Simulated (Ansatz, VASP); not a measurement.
# Rb: VASP beside Ansatz

File INCAR:

```
PREC = Accurate
ENCUT = 520
EDIFF = 1E-6
ISMEAR = -1
SIGMA = 0.1
LREAL = False
LASPH = True
NELM = 100
ALGO = Normal
ISIF = 2
LWAVE = False
LCHARG = False
GGA = RE
NBANDS = 10
```

KPOINTS

```
regular mesh
0
Gamma
  9 9 9
```

Contents of POSCAR:

```
Rb
1.0
    0.0000000000      3.7289063533      3.7289063533
    3.7289063533      0.0000000000      3.7289063533
    3.7289063533      3.7289063533      0.0000000000
Rb
1
Direct
    0.0000000000      0.0000000000      0.0000000000
```

Input for Ansatz:

```yaml
crystal:
  lattice:
    - [0.0, 3.7289063533, 3.7289063533]
    - [3.7289063533, 0.0, 3.7289063533]
    - [3.7289063533, 3.7289063533, 0.0]
  atoms:
    - { symbol: Rb, position: [0.0, 0.0, 0.0] }
hamiltonian:
  xc: revpbe
  pseudopotentials:
    kind: paw
    azcp:
      Rb: "pseudopotentials/Rb.paw.azcp"
basis:
  ecutwfc: 420
  fft_grid_basis: typed
kpoints:
  mp_grid: { grid: [9, 9, 9], shift: [0, 0, 0] }
magnetization:
  spin_polarized: false
scf:
  occupations: { method: fermi_dirac, width: 0.1 }
  lower_state_search: "off"
output:
  stress: true
```

Alike in both runs: task single point; functional revPBE; k mesh 9 × 9 × 9; occupations fermi-dirac, width 0.1 eV; no spin polarisation.

```csv
,VASP,Ansatz
version,VASP 6.6.1,Ansatz 0.2.0
potentials or method,"VASP PAW PBE potentials, release 64 (Rb_sv), cutoff 520 eV","plane waves (420 eV) with PAW, scalar-relativistic"
valence electrons in the cell,9,9
```

```csv
,VASP,Ansatz,Ansatz less VASP
pressure (GPa),-0.1,-0.1,0.00
```

VASP's potentials were made for PBE, not for revPBE.
